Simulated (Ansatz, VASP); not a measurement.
**SiC: VASP beside Ansatz**

```
Si C
1.0
     3.99008    0.00000    0.00000
    -1.99504    3.45551    0.00000
     0.00000    0.00000    3.99316
Si C
2 2
Direct
  0.33333 0.66667 0.50000
  0.66667 0.33333 0.50000
  0.33333 0.66667 0.00000
  0.66667 0.33333 0.00000
```

Alike in both runs: functional PBE; k mesh 6 × 6 × 6; occupations gaussian, width 0.1 eV; no spin polarisation.

Ansatz relaxed the structure, and its values are those at the end. VASP's run is a single point on that final structure, the one shown.

|  | VASP | Ansatz |
| --- | --- | --- |
| version | VASP 6.6.1 | Ansatz 0.2.0 |
| potentials or method | VASP PAW PBE potentials, release 64 (Si, C), cutoff 520 eV | scalar-relativistic, plane waves, PAW |
| valence electrons in the cell | 16 | 16 |

|  | VASP | Ansatz | Ansatz less VASP |
| --- | --- | --- | --- |
| gap on the k mesh at the Fermi level (eV) | none | none | - |
| pressure (GPa) | 0.0 | 0.0 | +0.06 |

A gap of «none» marks a metal or a gap that the smearing closes.
